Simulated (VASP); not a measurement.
Cs2Cl:

```xyz
6
Lattice="7.2784 0.0000 0.0000 0.0000 7.2784 0.0000 0.0000 0.0000 4.6880" Properties=species:S:1:pos:R:3 pbc="T T T"
Cs    2.2272    2.2272    0.0000
Cs    1.4120    5.8664    2.3440
Cs    5.0512    5.0512    0.0000
Cs    5.8664    1.4120    2.3440
Cl    0.0000    0.0000    0.0000
Cl    3.6392    3.6392    2.3440
```

| Item | Value |
| --- | --- |
| Program | VASP 6.6.1 |
| Task | relaxation of cell and atoms |
| Functional | PBE |
| Potentials or basis | VASP PAW PBE potentials, release 64 (Cs_sv, Cl) |
| Cutoff | 600 eV |
| k mesh | 4 × 4 × 4 |
| Occupations | gaussian, width 0.1 eV |
| Spin | no spin polarisation |

At the start: pressure 7.3 GPa; volume 41.39 Å³/atom.

Problem. Where does the relaxation end?

Solution. Over 14 steps the energy falls by 361.3 meV/atom and the volume is 63.82 Å³/atom (+54.2 %); space group P4_2/mnm (No. 136, to 0.1 Å) before and after.

The path:
| step | energy change (eV) | largest force (eV/Å) | pressure (GPa) | volume (Å³) |
| --- | --- | --- | --- | --- |
| 1 | 0.0000 | 0.4864 | 7.29 | 248.35 |
| 2 | -1.8266 | 0.1416 | 1.61 | 322.39 |
| 3 | -2.0415 | 0.0871 | 0.57 | 355.16 |
| 4 | -2.0063 | 0.0348 | -0.53 | 427.22 |
| 5 | -2.0865 | 0.0546 | -0.07 | 387.62 |
| 6 | -2.0876 | 0.0575 | 0.00 | 383.30 |
| 7 | -2.0872 | 0.0602 | 0.05 | 380.21 |
| 8 | -2.1047 | 0.0586 | 0.04 | 381.03 |
| 9 | -2.1443 | 0.0544 | 0.01 | 383.10 |
| 10 | -2.1582 | 0.0388 | -0.01 | 385.52 |
| 11 | -2.1641 | 0.0446 | -0.01 | 384.91 |
| 12 | -2.1642 | 0.0445 | -0.01 | 384.97 |
| 13 | -2.1652 | 0.0408 | -0.01 | 384.45 |
| 14 | -2.1679 | 0.0308 | 0.00 | 382.90 |

Final structure:
```
Cs Cl
1.0
     8.72492    0.00000    0.00000
     0.00000    8.72492    0.00000
     0.00000    0.00000    5.02997
Cs Cl
4 2
Direct
  0.29814 0.29814 0.00000
  0.20186 0.79814 0.50000
  0.70186 0.70186 0.00000
  0.79814 0.20186 0.50000
  0.00000 0.00000 0.00000
  0.50000 0.50000 0.50000
```

Caveat: the volume moved by over 15 % at a fixed basis, so the end points are rough.
